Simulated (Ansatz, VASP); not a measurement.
## Two plane-wave programs on YSiRu3

Contents of INCAR:

```
ALGO = Normal ; EDIFF = 1E-7
EDIFFG = -0.01 ; ENCUT = 500
GGA = PE ; GGA_COMPAT = False
IBRION = 2 ; ISIF = 3
ISMEAR = 0 ; LASPH = True
LCHARG = False ; LREAL = False
LWAVE = False ; NELM = 120
NELMIN = 4 ; NSW = 100
PREC = Accurate ; SIGMA = 0.1
```

KPOINTS

```
k-points
0
Gamma
  8 8 8
```

The input POSCAR:

```
YSiRu3
1.0
    4.4535951894      0.0000000000      0.0000000000
    0.0000000000      4.4535951894      0.0000000000
    0.0000000000      0.0000000000      4.4535951894
Y Si Ru
1 1 3
Direct
    0.0000000000      0.0000000000      0.0000000000
    0.5000000000      0.5000000000      0.5000000000
    0.0000000000      0.5000000000      0.5000000000
    0.5000000000      0.0000000000      0.5000000000
    0.5000000000      0.5000000000      0.0000000000
```

Input for Ansatz:

```yaml
crystal:
  lattice:
    - [4.4535951894, 0.0, 0.0]
    - [0.0, 4.4535951894, 0.0]
    - [0.0, 0.0, 4.4535951894]
  atoms:
    - { symbol: "Y", position: [0.0, 0.0, 0.0] }
    - { symbol: Si, position: [0.5, 0.5, 0.5] }
    - { symbol: Ru, position: [0.0, 0.5, 0.5] }
    - { symbol: Ru, position: [0.5, 0.0, 0.5] }
    - { symbol: Ru, position: [0.5, 0.5, 0.0] }
basis:
  ecutwfc: "58.8 Ry"
kpoints:
  mp_grid: { grid: [8, 8, 8] }
hamiltonian:
  xc: pbe
scf:
  occupations: { method: gaussian, width: 0.1 }
output:
  forces: true
  eigenvalues: true
  stress: true
relax:
  adjacent_minimum: "off"
  f_tol: 0.01
  max_steps: 80
  cell: { stress_tol: 0.05 }
```

Alike in both runs: task relaxation of cell and atoms; functional PBE; k mesh 8 × 8 × 8; occupations gaussian, width 0.1 eV; no spin polarisation.

|  | VASP | Ansatz |
| --- | --- | --- |
| version | VASP 6.6.1 | Ansatz 0.2.0 |
| potentials or method | VASP PAW PBE potentials, release 64 (Y_sv, Si, Ru_pv), cutoff 500 eV | scalar-relativistic, plane waves, PAW |
| valence electrons in the cell | 57 | 63 |

Ansatz gave:

| Property | Result |
| --- | --- |
| gap on the k mesh at the Fermi level, each at its own relaxed structure (eV) | none |
| relaxed volume (Å³/atom) | 17.70 |
| relaxed cell length with the largest relative difference (Å) | 4.456 |

Problem. Which values does VASP return?

Solution. gap on the k mesh at the Fermi level, each at its own relaxed structure (eV): none; relaxed volume (Å³/atom): 17.69; relaxed cell length with the largest relative difference (Å): 4.456.

A gap of «none» marks a metal or a gap that the smearing closes. VASP's potentials hold 57 valence electrons a cell and Ansatz's 63, so a difference there can come from the potentials and not from the codes.
